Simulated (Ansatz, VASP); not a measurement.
## Ga3BAs4 in VASP and in Ansatz

INCAR

```
  PREC = Accurate
  ENCUT = 600
  EDIFF = 1E-6
  ISMEAR = 0
  SIGMA = 0.1
  LREAL = F
  LASPH = T
  NELM = 80
  ALGO = Normal
  ISIF = 3
  LWAVE = F
  LCHARG = F
  GGA = PE
  IBRION = 2
  NSW = 90
  EDIFFG = -0.04
```

File KPOINTS:

```
regular mesh
0
Gamma
  4 4 4
```

The input POSCAR:

```
Ga3BAs4
1.0
    5.4157579200      0.0000000000      0.0000000000
    0.0000000000      5.4157579200      0.0000000000
    0.0000000000      0.0000000000      5.4157579200
Ga B As
3 1 4
Direct
    0.5000000000      0.0000000000      0.5000000000
    0.5000000000      0.5000000000      0.0000000000
    0.0000000000      0.5000000000      0.5000000000
    0.0000000000      0.0000000000      0.0000000000
    0.2500000000      0.7500000000      0.7500000000
    0.2500000000      0.2500000000      0.2500000000
    0.7500000000      0.7500000000      0.2500000000
    0.7500000000      0.2500000000      0.7500000000
```

Input for Ansatz:

```yaml
crystal:
  lattice:
    - [5.41575792, 0.0, 0.0]
    - [0.0, 5.41575792, 0.0]
    - [0.0, 0.0, 5.41575792]
  atoms:
    - { symbol: Ga, position: [0.5, 0.0, 0.5] }
    - { symbol: Ga, position: [0.5, 0.5, 0.0] }
    - { symbol: Ga, position: [0.0, 0.5, 0.5] }
    - { symbol: B, position: [0.0, 0.0, 0.0] }
    - { symbol: As, position: [0.25, 0.75, 0.75] }
    - { symbol: As, position: [0.25, 0.25, 0.25] }
    - { symbol: As, position: [0.75, 0.75, 0.25] }
    - { symbol: As, position: [0.75, 0.25, 0.75] }
basis:
  ecutwfc: 420
kpoints:
  mp_grid: { grid: [4, 4, 4] }
hamiltonian:
  xc: pbe
scf:
  occupations: { method: gaussian, width: 0.1 }
  lower_state_search: "off"
output:
  forces: true
  stress: true
  eigenvalues: true
relax:
  adjacent_minimum: "off"
  f_tol: 0.04
  max_steps: 70
  cell: { stress_tol: 0.4 }
```

Alike in both runs: task relaxation of cell and atoms; functional PBE; k mesh 4 × 4 × 4; occupations gaussian, width 0.1 eV; no spin polarisation.

|  | VASP | Ansatz |
| --- | --- | --- |
| version | VASP 6.6.1 | Ansatz 0.2.0 |
| potentials or method | VASP PAW PBE potentials, release 64 (Ga_d, B, As), cutoff 600 eV | scalar-relativistic, plane waves, PAW |
| valence electrons in the cell | 62 | 102 |

```csv
,VASP,Ansatz,Ansatz less VASP
"gap on the k mesh at the Fermi level, each at its own relaxed structure (eV)",0.53,0.54,+0.010
relaxed volume (Å³/atom),21.02,20.87,-0.150
relaxed length of the cell vector where the two differ most in proportion (Å),5.519,5.506,-0.0132
```

VASP's potentials hold 62 valence electrons a cell and Ansatz's 102, so a difference there can come from the potentials and not from the codes.
